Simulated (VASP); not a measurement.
# NaI (I4/mmm) in VASP: a series of runs

Runs on NaI. Level: PBE. Tasks: single point.

Program: VASP 6.6.1. These are calculated values, not measurements. Logs are shortened: lines on timing, memory, paths and dates and some standing lists are left out, and cuts for length are marked.

### 1 The cell of the first run

The structure is tetragonal, space group I4/mmm (No. 139). The conventional cell has a = 4.577 Å, b = 4.577 Å, c = 7.201 Å, α = 90.00°, β = 90.00°, γ = 90.00°. Within 4.3 Å of Na (site symmetry 4/mmm) lie 6 I at 3.24 to 3.60 Å. Within 4.3 Å of I (site symmetry 4/mmm) lie 6 Na at 3.24 to 3.60 Å.

### 2 Single point, PBE (strain +0.1125 x Voigt [1, 0, 0, 0, 0, 0])

Contents of INCAR:

```
ALGO = Normal
EDIFF = 1E-6
ENCUT = 500
GGA = PE
GGA_COMPAT = False
ISIF = 2
ISMEAR = 0
LASPH = True
LCHARG = False
LREAL = False
LWAVE = False
NBANDS = 14
NELM = 120
PREC = Accurate
SIGMA = 0.05
```

Contents of KPOINTS:

```
k-points
0
Gamma
  6 6 6
```

Contents of POSCAR:

```
NaI
1.0
    0.0000000000      3.2364000000      3.2364000000
    3.6004950000      0.0000000000      3.2364000000
    3.6004950000      3.2364000000      0.0000000000
Na I
1 1
Direct
    0.0000000000      0.0000000000      0.0000000000
    0.5000000000      0.5000000000      0.5000000000
```

Potentials or basis: VASP PAW PBE potentials, release 64 (Na_pv, I).

Command:

```sh
> cat potpaw_PBE.64/Na_pv/POTCAR potpaw_PBE.64/I/POTCAR > POTCAR
> mpirun -np 1 vasp_std > vasp.out
```

OUTCAR:

```text
EDIFF = 1E-6
   ENCUT = 500
   GGA = PE
   ISIF = 2
   ISMEAR = 0
   LASPH = True
   LREAL = False
   NELM = 120
   PREC = Accurate

 ion  position               nearest neighbor table
   1  0.000  0.000  0.000-
   2  0.500  0.500  0.500-

  LATTYP: Found a body centered tetragonal cell.
 ALAT       =     4.5769607733
 C/A-ratio  =     1.5733125881

  Lattice vectors:

 A1 = (   3.6004950000,   0.0000000000,   3.2364000000)
 A2 = (   3.6004950000,   0.0000000000,  -3.2364000000)
 A3 = (  -3.6004950000,   3.2364000000,   0.0000000000)

Analysis of symmetry for initial positions (statically):
=====================================================================
 Subroutine PRICEL returns:
 Original cell was already a primitive cell.

 Routine SETGRP: Setting up the symmetry group for a
 body centered tetragonal supercell.

 Subroutine GETGRP returns: Found 16 space group operations
 (whereof 16 operations were pure point group operations)
 out of a pool of 16 trial point group operations.

The static configuration has the point symmetry D_4h.

Analysis of symmetry for dynamics (positions and initial velocities):
=====================================================================
 Subroutine PRICEL returns:
 Original cell was already a primitive cell.

 Routine SETGRP: Setting up the symmetry group for a
 body centered tetragonal supercell.

 Subroutine GETGRP returns: Found 16 space group operations
 (whereof 16 operations were pure point group operations)
 out of a pool of 16 trial point group operations.

The dynamic configuration has the point symmetry D_4h.

 Subroutine INISYM returns: Found 16 space group operations
 (whereof 16 operations are pure point group operations),
 and found     1 'primitive' translations

----------------------------------------------------------------------------------------

                                     Primitive cell

  volume of cell :      75.4252

  direct lattice vectors                    reciprocal lattice vectors
     0.000000000  3.236400000  3.236400000    -0.138869794  0.154492646  0.154492646
     3.600495000  0.000000000  3.236400000     0.138869794 -0.154492646  0.154492646
     3.600495000  3.236400000  0.000000000     0.138869794  0.154492646 -0.154492646

  length of vectors
     4.576960773  4.841265248  4.841265248     0.258883710  0.258883710  0.258883710

  position of ions in fractional coordinates (direct lattice)
     0.000000000  0.000000000  0.000000000
     0.500000000  0.500000000  0.500000000

  ion indices of the primitive-cell ions
   primitive index   ion index
                 1           1
                 2           2

----------------------------------------------------------------------------------------

 KPOINTS: k-points

Automatic generation of k-mesh.
 Grid dimensions read from file:
 generate k-points for:    6    6    6

 Generating k-lattice:

  Cartesian coordinates                     Fractional coordinates (reciprocal lattice)
    -0.023144966  0.025748774  0.025748774     0.166666667  0.000000000  0.000000000
     0.023144966 -0.025748774  0.025748774     0.000000000  0.166666667  0.000000000
     0.023144966  0.025748774 -0.025748774     0.000000000  0.000000000  0.166666667

  Length of vectors
     0.043147285  0.043147285  0.043147285

  Shift w.r.t. Gamma in fractional coordinates (k-lattice)
     0.000000000  0.000000000  0.000000000

 Subroutine IBZKPT returns following result:
 ===========================================

 Found     30 irreducible k-points:

 Following reciprocal coordinates:
            Coordinates               Weight
  0.000000  0.000000  0.000000      1.000000
  0.166667  0.000000  0.000000      8.000000
  0.333333  0.000000  0.000000      8.000000
  0.500000 -0.000000 -0.000000      4.000000
  0.166667  0.166667  0.000000      4.000000
  0.333333  0.166667  0.000000     16.000000
[... 16 lines left out ...]
 -0.333333  0.500000  0.166667      4.000000
  0.333333 -0.333333  0.166667      8.000000
 [... further k-points ...]
   k-points           NKPTS =     30   k-points in BZ     NKDIM =     30   number of bands    NBANDS=     14
   number of dos      NEDOS =    301   number of ions     NIONS =      2
   total plane-waves  NPLWV =  46656
   dimension x,y,z NGX =    36 NGY =   36 NGZ =   36
   dimension x,y,z NGXF=    72 NGYF=   72 NGZF=   72
   ions per type =               1   1
   NGX,Y,Z   is equivalent  to a cutoff of  13.08, 12.36, 12.36 a.u.
   NGXF,Y,Z  is equivalent  to a cutoff of  26.15, 24.72, 24.72 a.u.
 SYSTEM =  unknown system
   PREC   = accura    normal or accurate (medium, high low for compatibility)
   ISTART =      0    job   : 0-new  1-cont  2-samecut
   ICHARG =      2    charge: 1-file 2-atom 10-const
   ISPIN  =      1    spin polarized calculation?
   LNONCOLLINEAR =      F non collinear calculations
   LSORBIT =      F    spin-orbit coupling
   LASPH  =      T    aspherical Exc in radial PAW
   ENCUT  =  500.0 eV  36.75 Ry    6.06 a.u.   8.34  8.83  8.83*2*pi/ulx,y,z
   NELM   =    120;   NELMIN=  2; NELMDL= -5     # of ELM steps
   EDIFF  = 0.1E-05   stopping-criterion for ELM
   LREAL  =      F    real-space projection
   EDIFFG = 0.1E-04   stopping-criterion for IOM
   NSW    =      0    number of steps for IOM
   IBRION =     -1    ionic relax: 0-MD 1-quasi-New 2-CG
   NFREE  =      0    steps in history (QN), initial steepest desc. (CG)
   ISIF   =      2    stress and relaxation
   ISYM   =      2    0-nonsym 1-usesym 2-fastsym
   POTIM  = 0.5000    time-step for ionic-motion
   TEBEG  =    0.0;   TEEND  =   0.0 temperature during run
   PSTRESS=    0.0 pullay stress
   NELECT =      14.0000    total number of electrons
   NUPDOWN=      -1.0000    fix difference up-down
   EMIN   =  10.00;   EMAX   =-10.00  energy-range for DOS
   EFERMI =   0.00;   METHOD = LEGACY
   ISMEAR =     0;   SIGMA  =   0.05  broadening in eV -4-tet -1-fermi 0-gaus
   EFERMI_NEDOS =   21; number of points for ismear=-14 and -15
   IALGO  =     38    algorithm
   IMIX   =      4    mixing-type and parameters
     AMIX     =   0.40;   BMIX     =  1.00
     AMIX_MAG =   1.60;   BMIX_MAG =  1.00
  volume/ion in A,a.u.               =      37.71       254.50
  Fermi-wavevector in a.u.,A,eV,Ry     =   0.933853  1.764727 11.865395  0.872082
  Thomas-Fermi vector in A             =   2.060598
   LORBIT       =      0    0 simple, 1 ext, 2 COOP (PROOUT), +10 PAW based schemes
   GGA     = PE    functional components
   LHFCALC =     F    Hartree Fock is set to
   AEXX    =    0.0000 exact exchange contribution
   IVDW    =     0    specifies the selected vdW correction
   LEPSILON=     F    determine dielectric tensor
   LRPA    =     F    only Hartree local field effects (RPA)
 non-spin polarized calculation
 Gauss-broadening in eV      SIGMA  =   0.05
  energy-cutoff  :      500.00
  volume of cell :       75.43
 maximum number of plane-waves:      1933
 NGX is ok and might be reduce to    36
   NGX = 17   NGY = 17   NGZ = 17

 number of electron      14.0000007 magnetization

 Free energy of the ion-electron system (eV)
  ---------------------------------------------------
  ext. energy  EPLUGINS =         0.00000000
  ---------------------------------------------------
  free energy    TOTEN  =        -5.34884635 eV

  energy without entropy =       -5.34884635  energy(sigma->0) =       -5.34884635

 E-fermi :   0.4663     XC(G=0):  -7.2687

 val. band max:        0.1558276741   @ k =   0.0000   0.0000   0.0000
 cond. band min:       3.5241101665   @ k =   0.0000   0.0000   0.0000
 fundamental gap:      3.3682824924
 Fermi energy:         0.4663486099

 k-point     1 :       0.0000    0.0000    0.0000
  band No.  band energies     occupation
      1     -22.4637      2.00000
      2     -22.4490      2.00000
      3     -22.4490      2.00000
      4     -10.6739      2.00000
      5       0.0739      2.00000
      6       0.0739      2.00000
      7       0.1558      2.00000
      8       3.5241      0.00000
      9       7.6306      0.00000
     10       8.2926      0.00000
     11       8.2926      0.00000
     12       9.0652      0.00000
     13      10.2146      0.00000
     14      10.2580      0.00000

 k-point     2 :       0.1667    0.0000    0.0000
  band No.  band energies     occupation
      1     -22.4639      2.00000
      2     -22.4498      2.00000
      3     -22.4490      2.00000
      4     -10.6190      2.00000
      5      -0.5208      2.00000
      6       0.0436      2.00000
      7       0.0495      2.00000
      8       4.2676      0.00000
      9       7.5004      0.00000
     10       7.8484      0.00000
     11       8.5075      0.00000
     12       8.9050      0.00000
     13       9.4818      0.00000
     14      10.6118      0.00000

 k-point     3 :       0.3333    0.0000    0.0000
  band No.  band energies     occupation
      1     -22.4643      2.00000
      2     -22.4512      2.00000
      3     -22.4489      2.00000
      4     -10.5040      2.00000
      5      -1.3885      2.00000
      6      -0.1152      2.00000
      7      -0.0141      2.00000
      8       5.0788      0.00000
      9       7.2637      0.00000
     10       7.7592      0.00000
     11       8.1160      0.00000
     12       9.9261      0.00000
     13      10.1843      0.00000
     14      10.3437      0.00000
[... 324 lines left out ...]
 k-point    23 :      -0.3333    0.5000    0.1667
  band No.  band energies     occupation
      1     -22.4646      2.00000
      2     -22.4512      2.00000
      3     -22.4506      2.00000
      4     -10.3754      2.00000
      5      -1.2569      2.00000
      6      -0.8082      2.00000
      7      -0.7010      2.00000
      8       5.3615      0.00000
      9       6.5414      0.00000
     10       8.6561      0.00000
     11       8.8467      0.00000
     12      10.4992      0.00000
     13      11.6200      0.00000
     14      12.1178      0.00000

 k-point    24 :       0.3333   -0.3333    0.1667
  band No.  band energies     occupation
      1     -22.4644      2.00000
      2     -22.4514      2.00000
      3     -22.4506      2.00000
      4     -10.3797      2.00000
      5      -1.3574      2.00000
      6      -0.9257      2.00000
      7      -0.3380      2.00000
      8       5.7065      0.00000
      9       6.4213      0.00000
     10       7.6369      0.00000
     11       8.3782      0.00000
     12      10.1213      0.00000
     13      11.4766      0.00000
     14      13.1782      0.00000

 [... further k-points ...]

------------------------ aborting loop because EDIFF is reached ----------------------------------------

  FORCE on cell =-STRESS in cart. coord.  units (eV):
  Direction    XX          YY          ZZ          XY          YZ          ZX
  --------------------------------------------------------------------------------------
  -------------------------------------------------------------------------------------
  Total       -0.6743060     -0.1539053     -0.1539053      0.0000000      0.0000000      0.0000000
  in kB      -14.3235617     -3.2692460     -3.2692460      0.0000000      0.0000000      0.0000000
  external PRESSURE =      -6.9540179 kB  Pullay stress =       0.0000000 kB

 VOLUME and BASIS-vectors are now :
 -----------------------------------------------------------------------------
  energy-cutoff  :      500.00
  volume of cell :       75.43
      direct lattice vectors                 reciprocal lattice vectors
     0.000000000  3.236400000  3.236400000    -0.138869794  0.154492646  0.154492646
     3.600495000  0.000000000  3.236400000     0.138869794 -0.154492646  0.154492646
     3.600495000  3.236400000  0.000000000     0.138869794  0.154492646 -0.154492646

 POSITION                                       TOTAL-FORCE (eV/Angst)
 -----------------------------------------------------------------------------------
      0.00000      0.00000      0.00000         0.000000     -0.000000     -0.000000
      3.60050      3.23640      3.23640        -0.000000      0.000000      0.000000
 -----------------------------------------------------------------------------------
    total drift:                                0.000000      0.000000      0.000000

  FREE ENERGIE OF THE ION-ELECTRON SYSTEM (eV)
  ---------------------------------------------------
  free  energy   TOTEN  =        -5.3488463477 eV

  energy  without entropy=       -5.3488463477  energy(sigma->0) =       -5.34884635
```

It took 27 s on 1 thread of Intel Xeon 8259CL, shared host; peak memory 0.21 GiB.

What came out:

```yaml
Free_energy: -5.3488 eV
Pressure: -0.7 GPa
Band_gap_on_the_k_mesh: 3.37 eV
```

Caveat: the cell differs from its parent crystal (strain +0.1125 x Voigt [1, 0, 0, 0, 0, 0]); spin-orbit coupling is left out, which moves the levels of the heavy elements.

(Continued in part 2 of 2.)
